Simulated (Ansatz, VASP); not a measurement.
One calculation of P, two programs

Contents of INCAR:

```
  PREC = Accurate
  ENCUT = 520
  EDIFF = 1E-6
  ISMEAR = -1
  SIGMA = 0.05
  LREAL = False
  LASPH = True
  NELM = 100
  ALGO = Normal
  ISIF = 2
  LWAVE = False
  LCHARG = False
  GGA = CA
  NBANDS = 18
```

Contents of KPOINTS:

```
regular mesh
0
Gamma
  8 8 6
```

Contents of POSCAR:

```
P
1.0
    1.6477431241     -5.4650377251      0.0000000000
    1.6477431241      5.4650377251      0.0000000000
    0.0000000000      0.0000000000      4.5436355900
P
4
Direct
    0.9041431300      0.0958568700      0.5888151700
    0.0958568700      0.9041431300      0.4111848300
    0.5958568700      0.4041431300      0.0888151700
    0.4041431300      0.5958568700      0.9111848300
```

input.yaml

```yaml
crystal:
  lattice:
    - [1.6477431241, -5.4650377251, 0.0]
    - [1.6477431241, 5.4650377251, 0.0]
    - [0.0, 0.0, 4.54363559]
  atoms:
    - { symbol: P, position: [0.90414313, 0.09585687, 0.58881517] }
    - { symbol: P, position: [0.09585687, 0.90414313, 0.41118483] }
    - { symbol: P, position: [0.59585687, 0.40414313, 0.08881517] }
    - { symbol: P, position: [0.40414313, 0.59585687, 0.91118483] }
kpoints:
  mp_grid: { grid: [8, 8, 6] }
scf:
  occupations: { method: fermi_dirac, width: 0.05 }
hamiltonian:
  xc: lda
  pseudopotentials: { kind: all_electron, lapw: { basis_error: 0.002 } }
output:
  forces: true
  stress: true
  eigenvalues: true
```

Alike in both runs: task single point; functional LDA; k mesh 8 × 8 × 6; occupations fermi-dirac, width 0.05 eV; no spin polarisation.

|  | VASP | Ansatz |
| --- | --- | --- |
| version | VASP 6.6.1 | Ansatz 0.2.0 |
| potentials or method | VASP PAW LDA potentials, release 64 (P), cutoff 520 eV | all-electron LAPW, scalar-relativistic |

```tsv
	VASP	Ansatz	Ansatz less VASP
gap on the k mesh at the Fermi level (eV)	0.01	0.02	+0.006
least direct gap on the mesh (eV)	0.01	0.02	+0.006
pressure (GPa)	-2.4	-2.0	+0.32
traceless stress, the component that is largest in VASP (GPa)	-0.61	-0.59	+0.025
rms of the force components (eV/Å)	0.091	0.114	+0.0233
```

LDA's correlation is that of Perdew and Zunger in VASP and of Perdew and Wang (1992) in Ansatz. Atom by atom the forces differ by 0.025 eV/Å (rms over components). Ansatz ran all-electron here, and VASP with PAW potentials.
